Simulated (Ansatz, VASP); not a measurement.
**One calculation of BiSbTe2S, two programs**

The input INCAR:

```
PREC = Accurate ; ENCUT = 600
EDIFF = 1E-6 ; ISMEAR = 0
SIGMA = 0.1 ; LREAL = F
LASPH = T ; NELM = 100
ALGO = Normal ; ISIF = 3
LWAVE = F ; LCHARG = F
GGA = PE ; IBRION = 2
NSW = 100 ; EDIFFG = -0.01
```

KPOINTS

```
Automatic mesh
0
Gamma
  8 8 8
```

The input POSCAR:

```
BiSbTe2S
1.0
    5.8079943160      0.0000000000      0.0000000000
    0.0000000000      5.8079943160      0.0000000000
    0.0000000000      0.0000000000      4.8584896927
Sb Bi Te S
1 1 2 1
Direct
    0.5000000000      0.5000000000      0.5000000000
    0.0000000000      0.0000000000      0.0000000000
    0.5000000000      0.0000000000      0.5000000000
    0.0000000000      0.5000000000      0.5000000000
    0.5000000000      0.5000000000      0.0000000000
```

Input for Ansatz:

```yaml
crystal:
  lattice:
    - [5.807994316, 0.0, 0.0]
    - [0.0, 5.807994316, 0.0]
    - [0.0, 0.0, 4.8584896927]
  atoms:
    - { symbol: Sb, position: [0.5, 0.5, 0.5] }
    - { symbol: Bi, position: [0.0, 0.0, 0.0] }
    - { symbol: Te, position: [0.5, 0.0, 0.5] }
    - { symbol: Te, position: [0.0, 0.5, 0.5] }
    - { symbol: S, position: [0.5, 0.5, 0.0] }
basis:
  ecutwfc: 420
kpoints:
  mp_grid: { grid: [8, 8, 8] }
hamiltonian:
  xc: pbe
scf:
  occupations: { method: gaussian, width: 0.1 }
output:
  forces: true
  stress: true
  eigenvalues: true
relax:
  adjacent_minimum: "off"
  f_tol: 0.01
  max_steps: 80
  cell: { stress_tol: 0.05 }
```

Change from the starting cell: species swapped into the CsHgBrCl2 type (P4/mmm, No. 123).

Alike in both runs: task relaxation of cell and atoms; functional PBE; k mesh 8 × 8 × 8; occupations gaussian, width 0.1 eV; no spin polarisation.

|  | VASP | Ansatz |
| --- | --- | --- |
| version | VASP 6.6.1 | Ansatz 0.2.0 |
| potentials or method | VASP PAW PBE potentials, release 64 (Sb, Bi_d, Te, S), cutoff 600 eV | scalar-relativistic, plane waves, PAW |
| valence electrons in the cell | 38 | 68 |

Ansatz gave:

- gap on the k mesh at the Fermi level, each at its own relaxed structure (eV): none
- relaxed volume (Å³/atom): 32.80
- relaxed length of the cell vector where the two differ most in proportion (Å): 4.868

Q: Estimate VASP's values.

A: gap on the k mesh at the Fermi level, each at its own relaxed structure (eV): none; relaxed volume (Å³/atom): 32.81; relaxed length of the cell vector where the two differ most in proportion (Å): 4.870.

A gap of «none» marks a metal or a gap that the smearing closes. VASP's potentials hold 38 valence electrons a cell and Ansatz's 68, so a difference there can come from the potentials and not from the codes.

Neither program's run includes spin-orbit coupling.
